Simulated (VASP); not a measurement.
# CoSi2: relaxation of cell and atoms with LDA

The system is CoSi2.

```
Co Si
1.0
     0.00000    2.63681    2.63681
     2.63681    0.00000    2.63681
     2.63681    2.63681    0.00000
Co Si
1 2
Direct
  0.00000 0.00000 0.00000
  0.25000 0.25000 0.25000
  0.75000 0.75000 0.75000
```

- Program: VASP 6.6.1
- Task: relaxation of cell and atoms
- Functional: LDA
- Potentials or basis: VASP PAW LDA potentials, release 64 (Co, Si)
- Cutoff: 600 eV
- k mesh: 14 × 14 × 14
- Occupations: gaussian, width 0.05 eV
- Spin: no spin polarisation
- Dipole correction: no
- Further INCAR settings: ALGO = Normal; EDIFF = 1e-07; IBRION = 2; EDIFFG = -0.01; NSW = 50; ISIF = 3

The relaxed volume is 12.24 Å³/atom, the relaxed cell is a = 3.731 Å, b = 3.731 Å, c = 3.731 Å, α = 60.00°, β = 60.00°, γ = 60.00° and the space group after relaxing (to 0.1 Å) is Fm-3m (No. 225). The energy gained by relaxing is 0.0 meV/atom. The ionic steps are 3, the pressure after relaxing is 0.0 GPa and the band gap on the k mesh is zero (an odd number of electrons rules out a gap without spin polarisation).

Final structure:
```
CELL_PARAMETERS angstrom
0.00000 2.63808 2.63808
2.63808 0.00000 2.63808
2.63808 2.63808 0.00000
ATOMIC_POSITIONS crystal
Co 0.00000 0.00000 0.00000
Si 0.25000 0.25000 0.25000
Si 0.75000 0.75000 0.75000
```

Levels at points of the mesh, in eV from the Fermi level:
| k point | band 7 | band 8 | band 9 | band 10 | band 11 | band 12 |
| --- | --- | --- | --- | --- | --- | --- |
| (0.00, 0.00, 0.00) | 1.09 | 3.45 | 3.45 | 3.45 | 3.56 | 3.56 |
| (0.50, 0.00, 0.00) | -1.81 | -0.50 | -0.50 | 2.75 | 3.53 | 3.53 |
| (0.50, 0.50, 0.00) | -2.17 | -2.08 | -1.48 | 1.70 | 2.91 | 8.63 |

Run time: 50 s on 1 thread of Intel(R) Xeon(R) 6975P-C (Granite Rapids), with other jobs on the host, peak memory 0.2 GiB.

Caveat: the run has no spin polarisation, though such a crystal can be magnetic. Spin polarisation is off, so any magnetic state and its effect on volume and gap are missing.
